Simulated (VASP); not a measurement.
# CdAgBr3 (P1) in VASP: single point with PBE

Aim: the single point of CdAgBr3 with PBE.

Program: VASP 6.6.1. These are calculated values, not measurements. Logs are shortened: lines on timing, memory, paths and dates and some standing lists are left out, and cuts for length are marked.

## Step 1: The cell of the first run

The typed cell holds 10 atoms: a = 7.396 Å, b = 4.553 Å, c = 11.382 Å, α = 89.28°, β = 68.04°, γ = 85.13°.

## Step 2: Single point, PBE

The input, INCAR:

```
PREC = Accurate
ENCUT = 520
EDIFF = 1E-7
ISMEAR = 0
SIGMA = 0.1
LREAL = F
LASPH = T
NELM = 100
ALGO = Normal
ISIF = 2
LWAVE = F
LCHARG = F
GGA = PE
NBANDS = 55
```

The input, KPOINTS:

```
Automatic mesh
0
Gamma
  2 2 1
```

The input, POSCAR:

```
CdAgBr3
1.0
   -4.3168890597     -3.3321926401     -4.9966206618
   -0.1829056301      3.5822508581     -2.8034595161
    6.0834620865     -5.6179544726     -7.8084367226
Cd Ag Br
2 2 6
Direct
    0.7486567435      0.5481075342      0.8731354514
    0.6873025177      1.0958268909      0.3585585797
    1.1471749488      0.4920178172      1.0687302889
    1.1605763222      0.9447788192      0.6405387614
    0.7331615612      1.0636602267      0.7422986826
    0.9137816665      1.0602936447      0.1128405311
    0.4674250951      0.6356263093      1.0886143222
    0.3109315612      1.1646587829      0.4204856877
    1.1358487013      0.5189751811      0.8051632647
    0.7983197625      0.5792336738      0.4412238702
```

Potentials or basis: VASP PAW PBE potentials, release 64 (Cd, Ag, Br).

The run is started by

```
> cat potpaw_PBE.64/Cd/POTCAR potpaw_PBE.64/Ag/POTCAR potpaw_PBE.64/Br/POTCAR > POTCAR
> mpirun -np 1 vasp_std > vasp.out
```

OUTCAR:

```text
PREC = Accurate
   ENCUT = 520
   EDIFF = 1E-7
   ISMEAR = 0
   LREAL = F
   LASPH = T
   NELM = 100
   ISIF = 2
   GGA = PE

 ion  position               nearest neighbor table
   1  0.749  0.548  0.873-   7 2.56   9 2.66   5 2.71   5 2.78
   2  0.687  0.096  0.359-   8 2.60   6 2.67  10 2.70  10 2.71
   3  0.147  0.492  0.069-   7 2.60   6 2.65   6 2.92   9 3.03
   4  0.161  0.945  0.641-   8 2.56   9 2.65   5 2.94   9 3.19
   5  0.733  0.064  0.742-   1 2.71   1 2.78   4 2.94
   6  0.914  0.060  0.113-   3 2.65   2 2.67   3 2.92
   7  0.467  0.636  0.089-   1 2.56   3 2.60
   8  0.311  0.165  0.420-   4 2.56   2 2.60
   9  0.136  0.519  0.805-   4 2.65   1 2.66   3 3.03   4 3.19
  10  0.798  0.579  0.441-   2 2.70   2 2.71

  LATTYP: Found a triclinic cell.
 ALAT       =    15.7224491799
 B/A-ratio  =     0.9606076100
 C/A-ratio  =     1.3709292997
 COS(alpha) =     0.0093296523
 COS(beta)  =     0.7063286560
 COS(gamma) =     0.7110543136

  Lattice vectors:

 A1 = (  -1.7665730268,   8.9501471127,  12.8050573844)
 A2 = (   8.4508724893,  10.2466361383,   7.1897818075)
 A3 = ( -16.3009076026,   4.3214654470,  13.4237122995)

Analysis of symmetry for initial positions (statically):
=====================================================================
 Subroutine PRICEL returns:
 Original cell was already a primitive cell.

 Routine SETGRP: Setting up the symmetry group for a
 triclinic supercell.

 Subroutine GETGRP returns: Found  1 space group operations
 (whereof  1 operations were pure point group operations)
 out of a pool of  2 trial point group operations.

The static configuration has the point symmetry C_1 .

Analysis of symmetry for dynamics (positions and initial velocities):
=====================================================================
 Subroutine PRICEL returns:
 Original cell was already a primitive cell.

 Routine SETGRP: Setting up the symmetry group for a
 triclinic supercell.

 Subroutine GETGRP returns: Found  1 space group operations
 (whereof  1 operations were pure point group operations)
 out of a pool of  2 trial point group operations.

The dynamic configuration has the point symmetry C_1 .

 Subroutine INISYM returns: Found  1 space group operations
 (whereof  1 operations are pure point group operations),
 and found     1 'primitive' translations

----------------------------------------------------------------------------------------

                                     Primitive cell

  volume of cell :     354.0840

  direct lattice vectors                    reciprocal lattice vectors
    -4.316889060 -3.332192640 -4.996620662    -0.123477713 -0.052199322 -0.058644078
    -0.182905630  3.582250858 -2.803459516     0.005794026  0.181044331 -0.125742336
     6.083462086 -5.617954473 -7.808436723     0.076933194 -0.031597905 -0.045395033

  length of vectors
     7.396300223  4.552511498 11.381634657     0.146323760  0.220503414  0.094751533

  position of ions in fractional coordinates (direct lattice)
     0.748656743  0.548107534  0.873135451
     0.687302518  0.095826891  0.358558580
     0.147174949  0.492017817  0.068730289
     0.160576322  0.944778819  0.640538761
     0.733161561  0.063660227  0.742298683
     0.913781667  0.060293645  0.112840531
     0.467425095  0.635626309  0.088614322
     0.310931561  0.164658783  0.420485688
     0.135848701  0.518975181  0.805163265
     0.798319763  0.579233674  0.441223870

  ion indices of the primitive-cell ions
   primitive index   ion index
                 1           1
                 2           2
                 3           3
                 4           4
                 5           5
                 6           6
                 7           7
                 8           8
                 9           9
                10          10

----------------------------------------------------------------------------------------

 KPOINTS: Automatic mesh

Automatic generation of k-mesh.
 Grid dimensions read from file:
 generate k-points for:    2    2    1

 Generating k-lattice:

  Cartesian coordinates                     Fractional coordinates (reciprocal lattice)
    -0.061738857 -0.026099661 -0.029322039     0.500000000 -0.000000000  0.000000000
     0.002897013  0.090522166 -0.062871168     0.000000000  0.500000000 -0.000000000
     0.076933194 -0.031597905 -0.045395033    -0.000000000  0.000000000  1.000000000

  Length of vectors
     0.073161880  0.110251707  0.094751533

  Shift w.r.t. Gamma in fractional coordinates (k-lattice)
     0.000000000  0.000000000  0.000000000

 Subroutine IBZKPT returns following result:
 ===========================================

 Found      4 irreducible k-points:

 Following reciprocal coordinates:
            Coordinates               Weight
  0.000000  0.000000  0.000000      1.000000
  0.500000 -0.000000  0.000000      1.000000
 -0.000000  0.500000  0.000000      1.000000
  0.500000  0.500000  0.000000      1.000000
   k-points           NKPTS =      4   k-points in BZ     NKDIM =      4   number of bands    NBANDS=     55
   number of dos      NEDOS =    301   number of ions     NIONS =     10
   total plane-waves  NPLWV = 181440
   dimension x,y,z NGX =    56 NGY =   36 NGZ =   90
   dimension x,y,z NGXF=   112 NGYF=   72 NGZF=  180
   ions per type =               2   2   6
   NGX,Y,Z   is equivalent  to a cutoff of  12.59, 13.15, 13.15 a.u.
   NGXF,Y,Z  is equivalent  to a cutoff of  25.17, 26.29, 26.29 a.u.
 SYSTEM =  unknown system
   PREC   = accura    normal or accurate (medium, high low for compatibility)
   ISTART =      0    job   : 0-new  1-cont  2-samecut
   ICHARG =      2    charge: 1-file 2-atom 10-const
   ISPIN  =      1    spin polarized calculation?
   LNONCOLLINEAR =      F non collinear calculations
   LSORBIT =      F    spin-orbit coupling
   LASPH  =      T    aspherical Exc in radial PAW
   ENCUT  =  520.0 eV  38.22 Ry    6.18 a.u.  13.75  8.46 21.16*2*pi/ulx,y,z
   NELM   =    100;   NELMIN=  2; NELMDL= -5     # of ELM steps
   EDIFF  = 0.1E-06   stopping-criterion for ELM
   LREAL  =      F    real-space projection
   EDIFFG = 0.1E-05   stopping-criterion for IOM
   NSW    =      0    number of steps for IOM
   IBRION =     -1    ionic relax: 0-MD 1-quasi-New 2-CG
   NFREE  =      0    steps in history (QN), initial steepest desc. (CG)
   ISIF   =      2    stress and relaxation
   ISYM   =      2    0-nonsym 1-usesym 2-fastsym
   POTIM  = 0.5000    time-step for ionic-motion
   TEBEG  =    0.0;   TEEND  =   0.0 temperature during run
   PSTRESS=    0.0 pullay stress
   NELECT =      88.0000    total number of electrons
   NUPDOWN=      -1.0000    fix difference up-down
   EMIN   =  10.00;   EMAX   =-10.00  energy-range for DOS
   EFERMI =   0.00;   METHOD = LEGACY
   ISMEAR =     0;   SIGMA  =   0.10  broadening in eV -4-tet -1-fermi 0-gaus
   EFERMI_NEDOS =   21; number of points for ismear=-14 and -15
   IALGO  =     38    algorithm
   IMIX   =      4    mixing-type and parameters
     AMIX     =   0.40;   BMIX     =  1.00
     AMIX_MAG =   1.60;   BMIX_MAG =  1.00
  volume/ion in A,a.u.               =      35.41       238.95
  Fermi-wavevector in a.u.,A,eV,Ry     =   1.029280  1.945057 14.414252  1.059418
  Thomas-Fermi vector in A             =   2.163320
   LORBIT       =      0    0 simple, 1 ext, 2 COOP (PROOUT), +10 PAW based schemes
   GGA     = PE    functional components
   LHFCALC =     F    Hartree Fock is set to
   AEXX    =    0.0000 exact exchange contribution
   IVDW    =     0    specifies the selected vdW correction
   LEPSILON=     F    determine dielectric tensor
   LRPA    =     F    only Hartree local field effects (RPA)
 non-spin polarized calculation
 Gauss-broadening in eV      SIGMA  =   0.10
  energy-cutoff  :      520.00
  volume of cell :      354.08
 maximum number of plane-waves:      9555
 NGX is ok and might be reduce to    56
   NGX = 27   NGY = 17   NGZ = 43

 number of electron      87.9999998 magnetization

 Free energy of the ion-electron system (eV)
  ---------------------------------------------------
  ext. energy  EPLUGINS =         0.00000000
  ---------------------------------------------------
  free energy    TOTEN  =       -22.83023204 eV

  energy without entropy =      -22.83023204  energy(sigma->0) =      -22.83023204

 E-fermi :  -0.1266     XC(G=0):  -7.6811

 val. band max:       -0.6016426123   @ k =   0.0000   0.0000   0.0000
 cond. band min:       1.2697129052   @ k =   0.0000   0.0000   0.0000
 fundamental gap:      1.8713555175
 Fermi energy:        -0.1266362045

 k-point     1 :       0.0000    0.0000    0.0000
  band No.  band energies     occupation
      1     -14.6887      2.00000
      2     -14.4677      2.00000
      3     -14.4235      2.00000
      4     -14.2254      2.00000
      5     -14.1838      2.00000
      6     -14.0551      2.00000
[... 47 lines left out ...]
     54       6.4078      0.00000
     55       6.5513      0.00000

 k-point     2 :       0.5000   -0.0000    0.0000
  band No.  band energies     occupation
      1     -14.6635      2.00000
      2     -14.4858      2.00000
      3     -14.4019      2.00000
      4     -14.2614      2.00000
      5     -14.1305      2.00000
      6     -14.1056      2.00000
[... 47 lines left out ...]
     54       6.4047      0.00000
     55       6.7348      0.00000

 k-point     3 :      -0.0000    0.5000    0.0000
  band No.  band energies     occupation
      1     -14.5756      2.00000
      2     -14.4551      2.00000
      3     -14.3647      2.00000
      4     -14.2280      2.00000
      5     -14.1075      2.00000
      6     -14.0667      2.00000
[... 47 lines left out ...]
     54       6.2558      0.00000
     55       6.5747      0.00000

 k-point     4 :       0.5000    0.5000    0.0000
  band No.  band energies     occupation
      1     -14.5739      2.00000
      2     -14.4532      2.00000
      3     -14.3645      2.00000
      4     -14.2295      2.00000
      5     -14.1053      2.00000
      6     -14.0687      2.00000
[... 47 lines left out ...]
     54       6.3069      0.00000
     55       6.6686      0.00000

------------------------ aborting loop because EDIFF is reached ----------------------------------------

  FORCE on cell =-STRESS in cart. coord.  units (eV):
  Direction    XX          YY          ZZ          XY          YZ          ZX
  --------------------------------------------------------------------------------------
  -------------------------------------------------------------------------------------
  Total        0.1943812      0.1542504      0.1500766      0.0343243      0.0596452     -0.0008434
  in kB        0.8795460      0.6979600      0.6790743      0.1553125      0.2698855     -0.0038164
  external PRESSURE =       0.7521934 kB  Pullay stress =       0.0000000 kB

 VOLUME and BASIS-vectors are now :
 -----------------------------------------------------------------------------
  energy-cutoff  :      520.00
  volume of cell :      354.08
      direct lattice vectors                 reciprocal lattice vectors
    -4.316889060 -3.332192640 -4.996620662    -0.123477713 -0.052199322 -0.058644078
    -0.182905630  3.582250858 -2.803459516     0.005794026  0.181044331 -0.125742336
     6.083462086 -5.617954473 -7.808436723     0.076933194 -0.031597905 -0.045395033

 POSITION                                       TOTAL-FORCE (eV/Angst)
 -----------------------------------------------------------------------------------
      1.97957     -5.43645    -12.09517         0.003574     -0.004196      0.003439
     -0.80326     -3.96131     -6.50262        -0.010071     -0.003310     -0.005898
     -0.30721      0.88599     -2.65141        -0.009423      0.011190     -0.007552
      3.03070     -0.74915     -8.45259        -0.003141     -0.006837     -0.002972
      1.33912     -6.38519     -9.63799        -0.018503      0.019036      0.027286
     -3.26926     -3.46284     -5.61596        -0.007473      0.007381      0.016186
     -1.59500      0.22159     -4.80944         0.038735     -0.002054     -0.005371
      1.18563     -2.80850     -5.29856         0.031486      0.005177      0.007051
      4.21681     -3.11695     -8.42078        -0.025309     -0.009616     -0.017204
     -0.86803     -3.06397     -9.05803         0.000124     -0.016771     -0.014964
 -----------------------------------------------------------------------------------
    total drift:                               -0.000558      0.001355      0.000617

  FREE ENERGIE OF THE ION-ELECTRON SYSTEM (eV)
  ---------------------------------------------------
  free  energy   TOTEN  =       -22.8302320447 eV

  energy  without entropy=      -22.8302320447  energy(sigma->0) =      -22.83023204
```

It took 2.2 min on 1 thread of Oxide Virtual Turin-like, shared host; peak memory 0.42 GiB.

Results:

```yaml
Free_energy: -22.8302 eV
Pressure: 0.1 GPa
Largest_force: 0.039 eV/Å
Band_gap_on_the_k_mesh: 1.87 eV
```

Forces on the atoms (eV/Å):
```
Cd   0.004 -0.004  0.003
Cd  -0.010 -0.003 -0.006
Ag  -0.009  0.011 -0.008
Ag  -0.003 -0.007 -0.003
Br  -0.019  0.019  0.027
Br  -0.007  0.007  0.016
Br   0.039 -0.002 -0.005
Br   0.031  0.005  0.007
Br  -0.025 -0.010 -0.017
Br   0.000 -0.017 -0.015
```

Caveat: the k points lie up to 0.69 Å⁻¹ apart.
